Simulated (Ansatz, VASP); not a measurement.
# SnSe2: VASP beside Ansatz

```
CELL_PARAMETERS angstrom
3.50612 0.00000 0.00000
-1.75306 3.03639 0.00000
0.00000 0.00000 5.89152
ATOMIC_POSITIONS crystal
Sn 0.00000 0.00000 0.00000
Se 0.33333 0.66667 0.25000
Se 0.66667 0.33333 0.75000
```

Change from the starting cell: strain -0.080 along x and y, -0.040 along z, atoms carried along.

Alike in both runs: task single point; functional PBE; dispersion D3(BJ); k mesh 9 × 9 × 6; occupations gaussian, width 0.05 eV; no spin polarisation.

```csv
,VASP,Ansatz
version,VASP 6.6.1,Ansatz 0.2.0
potentials or method,"VASP PAW PBE potentials, release 64 (Sn_d, Se), cutoff 520 eV","scalar-relativistic, plane waves, PAW"
valence electrons in the cell,26,46
```

```csv
,VASP,Ansatz,Ansatz less VASP
gap on the k mesh at the Fermi level (eV),0.84,0.84,+0.007
least direct gap on the mesh (eV),1.60,1.60,+0.007
pressure (GPa),28.8,28.6,-0.25
"traceless stress, the component that is largest in VASP (GPa)",-1.79,-1.82,-0.022
rms of the force components (eV/Å),1.589,1.571,-0.0176
```

Atom by atom the forces differ by 0.018 eV/Å (rms over components). Both programs put the cell under a high pressure, so it lies far from rest at this level. VASP's potentials hold 26 valence electrons a cell and Ansatz's 46, so a difference there can come from the potentials and not from the codes.
